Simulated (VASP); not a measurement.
La7ScO12 (a cell with a defect), 20 atoms in the cell. The cell holds a defect, 20 atoms: a = 12.534 Å, b = 6.267 Å, c = 6.600 Å, α = 90.00°, β = 90.00°, γ = 120.00°. 

- Program: VASP 6.6.1
- Task: single point
- Functional: PBEsol
- Potentials or basis: VASP PAW PBE potentials, release 64 (La, Sc_sv, O)
- Cutoff: 520 eV
- k mesh: 3 × 3 × 2
- Occupations: gaussian, width 0.02 eV
- Spin: no spin polarisation
- Dipole correction: no
- Further INCAR settings: ALGO = Normal; EDIFF = 1e-06; NBANDS = 96

Potentials or basis: VASP PAW PBE potentials, release 64 (La, Sc_sv, O).

Run with:

```sh
$ cat potpaw_PBE.64/La/POTCAR potpaw_PBE.64/Sc_sv/POTCAR potpaw_PBE.64/O/POTCAR > POTCAR
$ mpirun -np 1 vasp_std > vasp.out
```

Hardware: 1 thread of Intel(R) Xeon(R) 6975P-C (Granite Rapids) (shared host).

Estimate the wall time of this run.

Wall time 19 min on 1 thread of Intel(R) Xeon(R) 6975P-C (Granite Rapids), with other jobs on the host, peak memory 0.73 GiB. Counts: scf iterations 24, k points 10.
